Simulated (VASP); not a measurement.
Wanted: the native input for a VASP 6.6.1 run.

| Item | Value |
| --- | --- |
| Task | single point |
| Functional | revPBE |
| Potentials or basis | VASP PAW PBE potentials, release 64 (Tl_d) |
| Cutoff | 520 eV |
| k mesh | 12 × 12 × 12 |
| Occupations | fermi-dirac, width 0.1 eV |
| Spin | no spin polarisation |
| Dipole correction | no |
| Further INCAR settings | ALGO = Normal; EDIFF = 1e-07; NBANDS = 20 |

The structure of Tl lies in POSCAR:

```
Tl
1.0
    0.0000000000      3.7328157774      3.7328157774
    3.7328157774      0.0000000000      3.7328157774
    3.7328157774      3.7328157774      0.0000000000
Tl
2
Direct
    0.1250000000      0.1250000000      0.1250000000
    0.8750000000      0.8750000000      0.8750000000
```

This cell differs from its parent crystal: volume scaled by 1.08.

These files were run (other wordings do the same):

INCAR

```
SYSTEM = Tl
PREC = Accurate ; ENCUT = 520
EDIFF = 1E-7 ; ISMEAR = -1
SIGMA = 0.1 ; LREAL = .FALSE.
LASPH = .TRUE. ; NELM = 60
ALGO = Normal ; ISIF = 2
LWAVE = .FALSE. ; LCHARG = .FALSE.
GGA = RE ; NBANDS = 20
```

KPOINTS

```
regular mesh
0
G
  12 12 12
  0 0 0
```

Potentials or basis: VASP PAW PBE potentials, release 64 (Tl_d).

Command:

```bash
$ cat potpaw_PBE.64/Tl_d/POTCAR > POTCAR
$ mpirun -np 1 vasp_std > vasp.out
```

Results of the run:

```json
{"Pressure": "-0.7 GPa", "Band gap on the k mesh": "zero (band 13 reaches 3.85 eV, above the bottom of band 14 at 1.41 eV)"}
```

Caveat: the PAW data sets were made with another functional, which shifts forces and pressure a little; spin-orbit coupling is left out, which moves the levels of the heavy elements.

Wall time 94 s on 1 thread of Intel(R) Xeon(R) Platinum 8259CL CPU @ 2.50GHz (Skylake/Cascade Lake) (shared host), peak memory 0.3 GiB.
